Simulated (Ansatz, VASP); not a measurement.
CdF2: VASP beside Ansatz

```
Cd F
1.0
     0.00000    2.69400    2.69400
     2.69400    0.00000    2.69400
     2.69400    2.69400    0.00000
Cd F
1 2
Direct
  0.00000 0.00000 0.00000
  0.75000 0.75000 0.75000
  0.25000 0.25000 0.25000
```

Alike in both runs: functional PBEsol; k mesh 5 × 5 × 5; occupations fermi-dirac, width 0.05 eV; no spin polarisation.

|  | VASP | Ansatz |
| --- | --- | --- |
| version | VASP 6.6.1 | Ansatz 0.2.0 |
| potentials or method | VASP PAW PBE potentials, release 64 (Cd, F) | Ansatz PAW |
| plane-wave cutoff (eV) | 520 | 420 |
| valence electrons in the cell | 26 | 34 |
| task | single point | band structure |

Ansatz gave:

```
gap on the k mesh at the Fermi level (eV) : 3.02
least direct gap on the mesh (eV)         : 3.42
pressure (GPa)                            : -0.2
```

**Question.** Estimate VASP's values.

**Answer.** gap on the k mesh at the Fermi level (eV): 2.99; least direct gap on the mesh (eV): 3.39; pressure (GPa): 0.5.

VASP's potentials were made for PBE, not for PBEsol. VASP's potentials hold 26 valence electrons a cell and Ansatz's 34, so a difference there can come from the potentials and not from the codes.

Noted on Ansatz's run: the k mesh misses the band edges, so the gap on the mesh is wider than the one along the path.
